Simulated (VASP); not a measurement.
Wanted: the native input for a VASP 6.6.1 run.

```
Task                   : single point
Functional             : LDA
Potentials or basis    : VASP PAW LDA potentials, release 64 (C)
Cutoff                 : 520 eV
k mesh                 : 12 × 12 × 4
Occupations            : fermi-dirac, width 0.05 eV
Spin                   : no spin polarisation
Dipole correction      : no
Further INCAR settings : ALGO = Normal; EDIFF = 1e-07; NBANDS = 26
```

The structure of C lies in POSCAR:

```
C
1.0
    2.5552893324      0.0000000000      0.0000000000
   -1.2776446662      2.2129454759      0.0000000000
    0.0000000000      0.0000000000      8.3454953252
C
8
Direct
    0.6666666667      0.3333333333      0.8437500000
    0.3333333333      0.6666666667      0.3437500000
    0.6666666667      0.3333333333      0.6562500000
    0.3333333333      0.6666666667      0.1562500000
    0.0000000000      0.0000000000      0.9062500000
    0.0000000000      0.0000000000      0.4062500000
    0.0000000000      0.0000000000      0.5937500000
    0.0000000000      0.0000000000      0.0937500000
```

These files were run (other wordings do the same):

INCAR

```
SYSTEM = C
PREC = Accurate
ENCUT = 520
EDIFF = 1E-7
ISMEAR = -1
SIGMA = 0.05
LREAL = .FALSE.
LASPH = .TRUE.
NELM = 80
ALGO = Normal
ISIF = 2
LWAVE = .FALSE.
LCHARG = .FALSE.
GGA = CA
NBANDS = 26
```

KPOINTS

```
Automatic mesh
0
G
  12 12 4
  0 0 0
```

Potentials or basis: VASP PAW LDA potentials, release 64 (C).

The run is started by

```sh
$ cat potpaw_LDA.64/C/POTCAR > POTCAR
$ mpirun -np 1 vasp_std > vasp.out
```

It gave:

The pressure is -26.6 GPa, the largest force is 0.307 eV/Å and the band gap on the k mesh is 4.27 eV (least direct gap 5.05 eV).

Caveat: the cell stands under tension.

It took 53 s on 1 thread of Intel(R) Xeon(R) Platinum 8259CL CPU @ 2.50GHz (Skylake/Cascade Lake) (shared host), peak memory 0.16 GiB.
